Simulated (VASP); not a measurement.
A run of VASP 6.6.1 is set up as follows.

File INCAR:

```
PREC     = Accurate       # precision mode
ENCUT    = 520            # plane-wave cutoff, eV
EDIFF    = 1E-7           # SCF threshold, eV
ISMEAR   = 0              # smearing method
SIGMA    = 0.05           # smearing width, eV
LREAL    = False          # projectors in reciprocal space
LASPH    = True           # aspherical terms in the spheres
NELM     = 100            # most SCF steps
ALGO     = Normal         # electronic algorithm
ISIF     = 2              # what is computed and relaxed
LWAVE    = False          # write WAVECAR
LCHARG   = False          # write CHGCAR
GGA      = PE             # functional
NBANDS   = 11             # bands
```

KPOINTS

```
regular mesh
0
Gamma
  10 10 10
```

Contents of POSCAR:

```
AlN
1.0
    0.0000000000      2.1839935596      2.1839935596
    2.1839935596      0.0000000000      2.1839935596
    2.1839935596      2.1839935596      0.0000000000
Al N
1 1
Direct
   -0.0364238770      0.0000000000      0.0000000000
    0.7500000000      0.7500000000      0.7500000000
```

Potentials or basis: VASP PAW PBE potentials, release 64 (Al, N).

Run with:

```sh
$ cat potpaw_PBE.64/Al/POTCAR potpaw_PBE.64/N/POTCAR > POTCAR
$ mpirun -np 1 vasp_std > vasp.out
```

What does it give for the largest force?

1.734 eV/Å.

What does it give for the band gap on the k mesh?

3.02 eV, indirect (least direct gap 3.88 eV).

Predict the pressure.

6.2 GPa.

Stress tensor (GPa, compression positive):
```
7.06 5.91 5.91
5.91 5.76 1.87
5.91 1.87 5.76
```

Caveat: the cell differs from its parent crystal (all Al atoms moved +0.113 Å, as atom 1 towards its neighbour atom 1 (Al) at 3.089 Å); forces of over 1 eV/Å act on the atoms, so gaps and moduli don't describe the material at rest. A k mesh can miss the band edges.
